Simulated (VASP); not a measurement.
Set up this calculation in VASP 6.6.1, as the native input.

```yaml
Task: single point
Functional: LDA
Potentials_or_basis: VASP PAW LDA potentials, release 64 (Sr_sv, O)
Cutoff: 520 eV
k_mesh: 12 × 12 × 6
Occupations: gaussian, width 0.01 eV
Spin: no spin polarisation
Dipole_correction: no
Further_INCAR_settings: ALGO = Normal; EDIFF = 1e-06; NBANDS = 24
```

The structure of SrO lies in POSCAR:

```
SrO
1.0
    4.2700192634      0.0000000000      0.0000000000
   -2.1350096317      3.6979451568      0.0000000000
    0.0000000000      0.0000000000      5.1444718180
Sr O
2 2
Direct
    0.3333333333      0.6666666667      0.9375000000
    0.6666666667      0.3333333333      0.4375000000
    0.3333333333      0.6666666667      0.4375000000
    0.6666666667      0.3333333333      0.9375000000
```

One way to write it, as run:

INCAR

```
SYSTEM = SrO
PREC     = Accurate       ! precision mode
ENCUT    = 520            ! plane-wave cutoff, eV
EDIFF    = 1E-6           ! SCF threshold, eV
ISMEAR   = 0              ! smearing method
SIGMA    = 0.01           ! smearing width, eV
LREAL    = .FALSE.        ! projectors in reciprocal space
LASPH    = .TRUE.         ! aspherical terms in the spheres
NELM     = 60             ! most SCF steps
ALGO     = Normal         ! electronic algorithm
ISIF     = 2              ! what is computed and relaxed
LWAVE    = .FALSE.        ! write WAVECAR
LCHARG   = .FALSE.        ! write CHGCAR
GGA      = CA             ! functional
NBANDS   = 24             ! bands
```

KPOINTS

```
regular mesh
0
G
  12 12 6
  0 0 0
```

Potentials or basis: VASP PAW LDA potentials, release 64 (Sr_sv, O).

Launch:

```console
$ cat potpaw_LDA.64/Sr_sv/POTCAR potpaw_LDA.64/O/POTCAR > POTCAR
$ mpirun -np 1 vasp_std > vasp.out
```

It gave:

The pressure is -3.7 GPa. The band gap on the k mesh is 2.46 eV.

Caveat: the cell stands under tension.

It took 3.9 min on 1 thread of Intel Xeon 8259CL (shared host), peak memory 0.25 GiB.
